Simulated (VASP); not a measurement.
Write the native input for VASP 6.6.1 that does the following.

- Task: single point
- Functional: PBEsol
- Potentials or basis: VASP PAW PBE potentials, release 64 (Ga_d, N)
- Cutoff: 520 eV
- k mesh: 8 × 8 × 6
- Occupations: gaussian, width 0.05 eV
- Spin: no spin polarisation
- Dipole correction: no
- Further INCAR settings: ALGO = Normal; EDIFF = 1e-06; NBANDS = 26

The structure of GaN lies in POSCAR:

```
GaN
1.0
    0.0000000000     -2.2490913701     -2.1591277153
    0.0000000000      2.2490913701     -2.1591277153
    4.3182554305      0.0000000000      0.0000000000
Ga N
2 2
Direct
    0.4984372640      0.4984372640      0.5000000000
    0.0015627360      0.0015627360      0.0000000000
    0.0128940960      0.4871059040      0.2500000000
    0.4871059040      0.0128940960      0.7500000000
```

One way to write it, as run:

INCAR

```
PREC = Accurate ; ENCUT = 520
EDIFF = 1E-6 ; ISMEAR = 0
SIGMA = 0.05 ; LREAL = F
LASPH = T ; NELM = 80
ALGO = Normal ; ISIF = 2
LWAVE = F ; LCHARG = F
GGA = PS ; NBANDS = 26
```

KPOINTS

```
Automatic mesh
0
Gamma
  8 8 6
```

Potentials or basis: VASP PAW PBE potentials, release 64 (Ga_d, N).

The run is started by

```sh
$ cat potpaw_PBE.64/Ga_d/POTCAR potpaw_PBE.64/N/POTCAR > POTCAR
$ mpirun -np 1 vasp_std > vasp.out
```

Results of the run:

```json
{
  "Pressure": "18.7 GPa",
  "Largest force": "1.358 eV/Å",
  "Band gap on the k mesh": "2.14 eV"
}
```

Caveat: the PAW data sets were made with another functional, which shifts forces and pressure a little.

Run time: 33 s on 1 thread of AMD EPYC 9R45 96-Core Processor (Zen 5) (shared host), peak memory 0.17 GiB.
